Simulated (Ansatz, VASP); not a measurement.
## TaN: VASP beside Ansatz

File INCAR:

```
SYSTEM = TaN
  ALGO = Normal
  EDIFF = 1E-7
  ENCUT = 520
  GGA = PE
  ISIF = 2
  ISMEAR = 0
  LASPH = .TRUE.
  LCHARG = .FALSE.
  LREAL = .FALSE.
  LWAVE = .FALSE.
  NBANDS = 15
  NELM = 60
  PREC = Accurate
  SIGMA = 0.15
```

KPOINTS

```
k-points
0
G
  20 20 20
  0 0 0
```

POSCAR

```
TaN
1.0
    0.2837214255      2.4158964670      2.4158964670
    2.4158964670      0.2837214255      2.4158964670
    2.4158964670      2.4158964670      0.2837214255
Ta N
1 1
Direct
    0.5000000000      0.5000000000      0.5000000000
    0.0000000000      0.0000000000      0.0000000000
```

Input for Ansatz:

```yaml
crystal:
  lattice:
    - [0.2837214255, 2.415896467, 2.415896467]
    - [2.415896467, 0.2837214255, 2.415896467]
    - [2.415896467, 2.415896467, 0.2837214255]
  atoms:
    - { symbol: Ta, position: [0.5, 0.5, 0.5] }
    - { symbol: "N", position: [0.0, 0.0, 0.0] }
basis:
  ecutwfc: 520.0
kpoints:
  mp_grid: { grid: [20, 20, 20] }
hamiltonian:
  xc: pbe
  pseudopotentials: { kind: paw, azcp: { folder: soft_1 } }
scf:
  occupations: { method: gaussian, width: 0.15 }
output:
  forces: true
  stress: true
  eigenvalues: true
```

Alike in both runs: task single point; functional PBE; k mesh 20 × 20 × 20; occupations gaussian, width 0.15 eV; no spin polarisation.

|  | VASP | Ansatz |
| --- | --- | --- |
| version | VASP 6.6.1 | Ansatz 0.2.0 |
| potentials or method | VASP PAW PBE potentials, release 64 (Ta_pv, N), cutoff 520 eV | scalar-relativistic, plane waves, PAW |
| valence electrons in the cell | 16 | 18 |

```tsv
	VASP	Ansatz	Ansatz less VASP
gap on the k mesh at the Fermi level (eV)	none	none	-
pressure (GPa)	-19.1	-19.7	-0.66
traceless stress, the component that is largest in VASP (GPa)	-4.94	-5.03	-0.085
```

A gap of «none» marks a metal or a gap that the smearing closes. The functional is the same, so the differences come from potentials, cutoffs and numerics. VASP's potentials hold 16 valence electrons a cell and Ansatz's 18, so a difference there can come from the potentials and not from the codes.

Spin-orbit coupling is off throughout.
